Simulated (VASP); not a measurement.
Runs of VASP 6.6.1 on AlN. The structure is that of space group Cm (No. 8), or close to it. The cells are those of the table. 

```csv
cell,gap on the mesh (eV),pressure (GPa),largest force (eV/Å)
"a = 3.089, b = 3.089, c = 15.450 Å, angles 79.9, 79.9, 60.0°, 12 atoms",3.25,2.5,0.83
"a = 3.089, b = 3.089, c = 15.190 Å, angles 85.6, 85.6, 60.0°, 12 atoms",2.59,(b),1.57
"a = 3.089, b = 3.089, c = 15.138 Å, angles 88.5, 88.5, 60.0°, 12 atoms",3.07,4.3,0.93
"a = 3.089, b = 3.089, c = 15.654 Å, angles 77.2, 77.2, 60.0°, 12 atoms",(a),2.5,1.05
"a = 3.089, b = 3.089, c = 15.294 Å, angles 82.7, 82.7, 60.0°, 12 atoms",2.67,4.3,1.56
```

Alike in all rows: task single point; level PBE; potentials or basis VASP PAW PBE potentials, release 64 (Al, N); no spin polarisation; k mesh 8 × 8 × 2; cutoff (eV) 520; smearing gaussian 0.05 eV.

**Question.** Fill in the values left out.

**Answer.** (a) 3.26; (b) 4.5.

Caveats: the cell stands under pressure (at least some runs); forces of over 1 eV/Å act on the atoms, so gaps and moduli don't describe the material at rest (at least some runs).

A k mesh can miss the band edges.
